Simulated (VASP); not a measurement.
# O (Cmcm) in VASP: single point with PBE

Aim: the single point of O with PBE.

All numbers are computed with VASP 6.6.1; they aren't measurements. Logs are shortened: lines on timing, memory, paths and dates and some standing lists are left out, and cuts for length are marked.

### Step 1. The cell of the first run

Symmetry: Cmcm, No. 63, orthorhombic system. Conventional cell: a = 2.825 Å, b = 10.421 Å, c = 4.343 Å, α = 90.00°, β = 90.00°, γ = 90.00°. O (site symmetry m2m) has 11 O at 2.42 to 3.08 Å within 3.2 Å. Within 3.3 Å of O (site symmetry m2m) lie 13 O at 2.47 to 3.08 Å.

### Step 2. Single point, PBE

INCAR

```
SYSTEM = O
  PREC = Accurate
  ENCUT = 520
  EDIFF = 1E-6
  ISMEAR = 1
  SIGMA = 0.1
  LREAL = .False.
  LASPH = .True.
  NELM = 60
  ALGO = Normal
  ISIF = 2
  LWAVE = .False.
  LCHARG = .False.
  GGA = PE
  NBANDS = 20
```

KPOINTS

```
Automatic mesh
0
Gamma
  8 8 5
  0 0 0
```

POSCAR

```
O
1.0
    1.4126150000     -5.2107470000      0.0000000000
    1.4126150000      5.2107470000      0.0000000000
    0.0000000000      0.0000000000      4.3434240000
O
4
Direct
    0.4485140000      0.5514860000      0.2500000000
    0.5514860000      0.4485140000      0.7500000000
    0.2110300000      0.7889700000      0.2500000000
    0.7889700000      0.2110300000      0.7500000000
```

Potentials or basis: VASP PAW PBE potentials, release 64 (O).

Command:

```sh
cat potpaw_PBE.64/O/POTCAR > POTCAR
mpirun -np 1 vasp_std > vasp.out
```

OUTCAR:

```text
SYSTEM = O
   PREC = Accurate
   ENCUT = 520
   EDIFF = 1E-6
   ISMEAR = 1
   LREAL = .False.
   LASPH = .True.
   NELM = 60
   ISIF = 2
   GGA = PE

 ion  position               nearest neighbor table
   1  0.449  0.551  0.250-
   2  0.551  0.449  0.750-
   3  0.211  0.789  0.250-
   4  0.789  0.211  0.750-

  LATTYP: Found a base centered orthorhombic cell.
 ALAT       =     2.8252300000
 B/A-ratio  =     3.6887241039
 C/A-ratio  =     1.5373700548

  Lattice vectors:

 A1 = (   1.4126150000,  -5.2107470000,   0.0000000000)
 A2 = (   1.4126150000,   5.2107470000,   0.0000000000)
 A3 = (   0.0000000000,   0.0000000000,   4.3434240000)

Analysis of symmetry for initial positions (statically):
=====================================================================
 Subroutine PRICEL returns:
 Original cell was already a primitive cell.

 Routine SETGRP: Setting up the symmetry group for a
 base centered orthorhombic supercell.

 Subroutine GETGRP returns: Found  8 space group operations
 (whereof  4 operations were pure point group operations)
 out of a pool of  8 trial point group operations.

The static configuration has the point symmetry C_2h.
 The point group associated with its full space group is D_2h.

Analysis of symmetry for dynamics (positions and initial velocities):
=====================================================================
 Subroutine PRICEL returns:
 Original cell was already a primitive cell.

 Routine SETGRP: Setting up the symmetry group for a
 base centered orthorhombic supercell.

 Subroutine GETGRP returns: Found  8 space group operations
 (whereof  4 operations were pure point group operations)
 out of a pool of  8 trial point group operations.

The dynamic configuration has the point symmetry C_2h.
 The point group associated with its full space group is D_2h.

 Subroutine INISYM returns: Found  8 space group operations
 (whereof  4 operations are pure point group operations),
 and found     1 'primitive' translations

----------------------------------------------------------------------------------------

                                     Primitive cell

  volume of cell :      63.9420

  direct lattice vectors                    reciprocal lattice vectors
     1.412615000 -5.210747000  0.000000000     0.353953483 -0.095955532  0.000000000
     1.412615000  5.210747000  0.000000000     0.353953483  0.095955532  0.000000000
     0.000000000  0.000000000  4.343424000     0.000000000  0.000000000  0.230233106

  length of vectors
     5.398830006  5.398830006  4.343424000     0.366729509  0.366729509  0.230233106

  position of ions in fractional coordinates (direct lattice)
     0.448514000  0.551486000  0.250000000
     0.551486000  0.448514000  0.750000000
     0.211030000  0.788970000  0.250000000
     0.788970000  0.211030000  0.750000000

  ion indices of the primitive-cell ions
   primitive index   ion index
                 1           1
                 2           2
                 3           3
                 4           4

----------------------------------------------------------------------------------------

 KPOINTS: Automatic mesh

Automatic generation of k-mesh.
 Grid dimensions read from file:
 generate k-points for:    8    8    5

 Generating k-lattice:

  Cartesian coordinates                     Fractional coordinates (reciprocal lattice)
     0.044244185 -0.011994441  0.000000000     0.125000000  0.000000000  0.000000000
     0.044244185  0.011994441  0.000000000     0.000000000  0.125000000  0.000000000
     0.000000000  0.000000000  0.046046621     0.000000000  0.000000000  0.200000000

  Length of vectors
     0.045841189  0.045841189  0.046046621

  Shift w.r.t. Gamma in fractional coordinates (k-lattice)
     0.000000000  0.000000000  0.000000000

 Subroutine IBZKPT returns following result:
 ===========================================

 Found     63 irreducible k-points:

 Following reciprocal coordinates:
            Coordinates               Weight
  0.000000  0.000000  0.000000      1.000000
  0.125000  0.000000  0.000000      4.000000
  0.250000  0.000000  0.000000      4.000000
  0.375000  0.000000  0.000000      4.000000
  0.500000  0.000000  0.000000      2.000000
  0.125000  0.125000  0.000000      2.000000
[... 16 lines left out ...]
  0.125000  0.000000  0.200000      8.000000
  0.250000  0.000000  0.200000      8.000000
 [... further k-points ...]
   k-points           NKPTS =     63   k-points in BZ     NKDIM =     63   number of bands    NBANDS=     20
   number of dos      NEDOS =    301   number of ions     NIONS =      4
   total plane-waves  NPLWV =  51200
   dimension x,y,z NGX =    40 NGY =   40 NGZ =   32
   dimension x,y,z NGXF=    80 NGYF=   80 NGZF=   64
   ions per type =               4
   NGX,Y,Z   is equivalent  to a cutoff of  12.32, 12.32, 12.25 a.u.
   NGXF,Y,Z  is equivalent  to a cutoff of  24.63, 24.63, 24.50 a.u.
 SYSTEM =  O
   PREC   = accura    normal or accurate (medium, high low for compatibility)
   ISTART =      0    job   : 0-new  1-cont  2-samecut
   ICHARG =      2    charge: 1-file 2-atom 10-const
   ISPIN  =      1    spin polarized calculation?
   LNONCOLLINEAR =      F non collinear calculations
   LSORBIT =      F    spin-orbit coupling
   LASPH  =      T    aspherical Exc in radial PAW
   ENCUT  =  520.0 eV  38.22 Ry    6.18 a.u.  10.04 10.04  8.08*2*pi/ulx,y,z
   NELM   =     60;   NELMIN=  2; NELMDL= -5     # of ELM steps
   EDIFF  = 0.1E-05   stopping-criterion for ELM
   LREAL  =      F    real-space projection
   EDIFFG = 0.1E-04   stopping-criterion for IOM
   NSW    =      0    number of steps for IOM
   IBRION =     -1    ionic relax: 0-MD 1-quasi-New 2-CG
   NFREE  =      0    steps in history (QN), initial steepest desc. (CG)
   ISIF   =      2    stress and relaxation
   ISYM   =      2    0-nonsym 1-usesym 2-fastsym
   POTIM  = 0.5000    time-step for ionic-motion
   TEBEG  =    0.0;   TEEND  =   0.0 temperature during run
   PSTRESS=    0.0 pullay stress
   NELECT =      24.0000    total number of electrons
   NUPDOWN=      -1.0000    fix difference up-down
   EMIN   =  10.00;   EMAX   =-10.00  energy-range for DOS
   EFERMI =   0.00;   METHOD = LEGACY
   ISMEAR =     1;   SIGMA  =   0.10  broadening in eV -4-tet -1-fermi 0-gaus
   EFERMI_NEDOS =   21; number of points for ismear=-14 and -15
   IALGO  =     38    algorithm
   IMIX   =      4    mixing-type and parameters
     AMIX     =   0.40;   BMIX     =  1.00
     AMIX_MAG =   1.60;   BMIX_MAG =  1.00
  volume/ion in A,a.u.               =      15.99       107.88
  Fermi-wavevector in a.u.,A,eV,Ry     =   1.180909  2.231595 18.973963  1.394547
  Thomas-Fermi vector in A             =   2.317193
   LORBIT       =      0    0 simple, 1 ext, 2 COOP (PROOUT), +10 PAW based schemes
   GGA     = PE    functional components
   LHFCALC =     F    Hartree Fock is set to
   AEXX    =    0.0000 exact exchange contribution
   IVDW    =     0    specifies the selected vdW correction
   LEPSILON=     F    determine dielectric tensor
   LRPA    =     F    only Hartree local field effects (RPA)
 non-spin polarized calculation
 Methfessel and Paxton  Order N= 1 SIGMA  =   0.10
  energy-cutoff  :      520.00
  volume of cell :       63.94
 maximum number of plane-waves:      1734
   NGX = 21   NGY = 21   NGZ = 17

 number of electron      23.9999993 magnetization

 Free energy of the ion-electron system (eV)
  ---------------------------------------------------
  ext. energy  EPLUGINS =         0.00000000
  ---------------------------------------------------
  free energy    TOTEN  =        -6.72993901 eV

  energy without entropy =       -6.72536579  energy(sigma->0) =       -6.72841460

 E-fermi :  -3.9935     XC(G=0):  -8.4289

 val. band max:       -3.9936112734   @ k =   0.1250   0.1250   0.4000
 cond. band min:      -3.9912274117   @ k =   0.1250   0.0000   0.4000
 fundamental gap:      0.0023838617
 Fermi energy:        -3.9934692161

 k-point     1 :       0.0000    0.0000    0.0000
  band No.  band energies     occupation
      1     -20.7943      2.00000
      2     -19.8880      2.00000
      3     -19.5411      2.00000
      4     -19.2566      2.00000
      5      -6.6598      2.00000
      6      -6.2759      2.00000
[... 12 lines left out ...]
     19      11.7047      0.00000
     20      11.7783      0.00000

 k-point     2 :       0.1250    0.0000    0.0000
  band No.  band energies     occupation
      1     -20.7121      2.00000
      2     -19.8543      2.00000
      3     -19.5091      2.00000
      4     -19.2259      2.00000
      5      -6.5563      2.00000
      6      -6.1898      2.00000
[... 12 lines left out ...]
     19      11.8910      0.00000
     20      12.2209      0.00000

 k-point     3 :       0.2500    0.0000    0.0000
  band No.  band energies     occupation
      1     -20.4977      2.00000
      2     -19.7671      2.00000
      3     -19.4460      2.00000
      4     -19.1498      2.00000
      5      -6.2923      2.00000
      6      -5.9989      2.00000
[... 12 lines left out ...]
     19      12.6782      0.00000
     20      12.7008      0.00000

 k-point     4 :       0.3750    0.0000    0.0000
  band No.  band energies     occupation
      1     -20.2518      2.00000
      2     -19.6630      2.00000
      3     -19.4224      2.00000
      4     -19.0673      2.00000
      5      -6.0146      2.00000
      6      -5.9577      2.00000
[... 12 lines left out ...]
     19      12.5712      0.00000
     20      12.6847      0.00000

 k-point     5 :       0.5000    0.0000    0.0000
  band No.  band energies     occupation
      1     -20.1357      2.00000
      2     -19.6029      2.00000
      3     -19.4417      2.00000
      4     -19.0306      2.00000
      5      -6.1158      2.00000
      6      -5.9041      2.00000
[... 12 lines left out ...]
     19      11.6866      0.00000
     20      12.3587      0.00000

 k-point     6 :       0.1250    0.1250    0.0000
  band No.  band energies     occupation
      1     -20.5200      2.00000
      2     -19.7184      2.00000
      3     -19.4699      2.00000
      4     -19.1483      2.00000
      5      -6.3165      2.00000
      6      -6.0516      2.00000
[... 12 lines left out ...]
     19      12.3718      0.00000
     20      12.6577      0.00000

 k-point     7 :       0.2500    0.1250    0.0000
  band No.  band energies     occupation
      1     -20.2812      2.00000
      2     -19.5867      2.00000
      3     -19.4671      2.00000
      4     -19.0654      2.00000
      5      -6.0385      2.00000
      6      -5.9802      2.00000
[... 12 lines left out ...]
     19      12.6132      0.00000
     20      12.6177      0.00000
[... 277 lines left out ...]
 k-point    20 :      -0.3750    0.3750    0.0000
  band No.  band energies     occupation
      1     -20.5701      2.00000
      2     -20.2370      2.00000
      3     -19.4143      2.00000
      4     -19.2900      2.00000
      5      -6.3972      2.00000
      6      -5.8733      2.00000
[... 12 lines left out ...]
     19      12.2481      0.00000
     20      13.1303      0.00000

 k-point    21 :       0.5000    0.5000    0.0000
  band No.  band energies     occupation
      1     -20.4465      2.00000
      2     -20.3768      2.00000
      3     -19.3841      2.00000
      4     -19.3093      2.00000
      5      -6.2980      2.00000
      6      -5.9965      2.00000
[... 12 lines left out ...]
     19      12.5460      0.00000
     20      13.1080      0.00000

 k-point    22 :       0.0000    0.0000    0.2000
  band No.  band energies     occupation
      1     -20.6885      2.00000
      2     -19.8286      2.00000
      3     -19.6777      2.00000
      4     -19.3174      2.00000
      5      -6.6263      2.00000
      6      -6.2507      2.00000
[... 12 lines left out ...]
     19      11.3930      0.00000
     20      11.7624      0.00000

 k-point    23 :       0.1250    0.0000    0.2000
  band No.  band energies     occupation
      1     -20.6098      2.00000
      2     -19.7992      2.00000
      3     -19.6346      2.00000
      4     -19.2870      2.00000
      5      -6.5471      2.00000
      6      -6.1499      2.00000
[... 12 lines left out ...]
     19      11.3447      0.00000
     20      12.2435      0.00000

 k-point    24 :       0.2500    0.0000    0.2000
  band No.  band energies     occupation
      1     -20.4057      2.00000
      2     -19.7245      2.00000
      3     -19.5374      2.00000
      4     -19.2142      2.00000
      5      -6.3705      2.00000
      6      -5.8861      2.00000
[... 12 lines left out ...]
     19      11.7159      0.00000
     20      12.8283      0.00000

 [... further k-points ...]
[... 5 lines left out ...]
  --------------------------------------------------------------------------------------
  -------------------------------------------------------------------------------------
  Total       -4.9006786     -8.8265824     -8.9077746      0.0000000     -0.0000000      0.0000000
  in kB     -122.7950277   -221.1653771   -223.1997887      0.0000000     -0.0000000      0.0000000
  external PRESSURE =    -189.0533978 kB  Pullay stress =       0.0000000 kB

 VOLUME and BASIS-vectors are now :
 -----------------------------------------------------------------------------
  energy-cutoff  :      520.00
  volume of cell :       63.94
      direct lattice vectors                 reciprocal lattice vectors
     1.412615000 -5.210747000  0.000000000     0.353953483 -0.095955532  0.000000000
     1.412615000  5.210747000  0.000000000     0.353953483  0.095955532  0.000000000
     0.000000000  0.000000000  4.343424000     0.000000000  0.000000000  0.230233106

 POSITION                                       TOTAL-FORCE (eV/Angst)
 -----------------------------------------------------------------------------------
      1.41261      0.53656      1.08586         0.000000     -0.020522     -0.000000
      1.41261     -0.53656      3.25757         0.000000      0.020522      0.000000
      1.41261      3.01150      1.08586         0.000000     -1.783176     -0.000000
      1.41261     -3.01150      3.25757         0.000000      1.783176     -0.000000
 -----------------------------------------------------------------------------------
    total drift:                               -0.000000     -0.000000     -0.000000

  FREE ENERGIE OF THE ION-ELECTRON SYSTEM (eV)
  ---------------------------------------------------
  free  energy   TOTEN  =        -6.7299390127 eV

  energy  without entropy=       -6.7253657859  energy(sigma->0) =       -6.72841460
```

Wall time 2.2 min (1 thread of AMD EPYC 7R13, shared host); peak memory 0.19 GiB.

What came out:

```
Free energy            : -6.7299 eV
Pressure               : -18.9 GPa
Largest force          : 1.783 eV/Å
Band gap on the k mesh : zero (bands 12 and 13 overlap by 0.79 eV)
```

Forces on the atoms (eV/Å):
```
O    0.000 -0.021  0.000
O    0.000  0.021  0.000
O    0.000 -1.783  0.000
O    0.000  1.783  0.000
```

Levels at points of the mesh, in eV from the Fermi level:
```csv
k point,band 10,band 11,band 12,band 13,band 14,band 15
"(0.00, 0.00, 0.00)",-0.05,0.16,0.17,0.50,0.52,0.52
"(0.50, 0.00, 0.00)",-0.84,-0.67,-0.60,-0.55,0.15,0.22
"(0.50, 0.50, 0.00)",-0.35,-0.33,0.19,0.42,0.43,0.55
```

Caveat: the cell stands under tension; forces of over 1 eV/Å act on the atoms, so gaps and moduli don't describe the material at rest.
